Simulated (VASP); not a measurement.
Wanted: the native input for a VASP 6.6.1 run.

```yaml
Task: single point
Functional: PBE
Potentials_or_basis: VASP PAW PBE potentials, release 64 (Ba_sv, Ti_sv, O_h)
Cutoff: 1340 eV
k_mesh: 8 × 8 × 8
Occupations: fermi-dirac, width 0.02 eV
Spin: no spin polarisation
Dipole_correction: no
Further_INCAR_settings: ALGO = Normal; EDIFF = 1e-06; NBANDS = 28
```

The structure of BaTiO3 lies in POSCAR:

```
BaTiO3
1.0
    3.9729548958      0.0000000000      0.0000000000
    0.0000000000      3.9729548958      0.0000000000
    0.0000000000      0.0000000000      3.9910327445
Ba Ti O
1 1 3
Direct
    0.0000000000      0.0000000000     -0.0012095330
    0.5000000000      0.5000000000      0.4859848062
    0.5000000000      0.5000000000      0.0189095175
    0.5000000000      0.0000000000      0.5121576047
    0.0000000000      0.5000000000      0.5121576047
```

One way to write it, as run:

INCAR

```
SYSTEM = BaTiO3
ALGO = Normal
EDIFF = 1E-6
ENCUT = 1340
GGA = PE
GGA_COMPAT = .FALSE.
ISIF = 2
ISMEAR = -1
LASPH = .TRUE.
LCHARG = .FALSE.
LREAL = .FALSE.
LWAVE = .FALSE.
NBANDS = 28
NELM = 120
PREC = Accurate
SIGMA = 0.02
```

KPOINTS

```
k-points
0
G
  8 8 8
  0 0 0
```

Potentials or basis: VASP PAW PBE potentials, release 64 (Ba_sv, Ti_sv, O_h).

The run is started by

```console
$ cat potpaw_PBE.64/Ba_sv/POTCAR potpaw_PBE.64/Ti_sv/POTCAR potpaw_PBE.64/O_h/POTCAR > POTCAR
$ mpirun -np 1 vasp_std > vasp.out
```

Results of the run:

```yaml
Pressure: 8.1 GPa
Largest_force: 0.027 eV/Å
Band_gap_on_the_k_mesh: 1.82 eV (least direct gap 2.11 eV)
```

Caveat: the cell stands under pressure; spin-orbit coupling is left out, which moves the levels of the heavy elements.

Wall time 4.6 min on 1 thread of Intel(R) Xeon(R) 6975P-C (Granite Rapids) (shared host), peak memory 0.7 GiB.
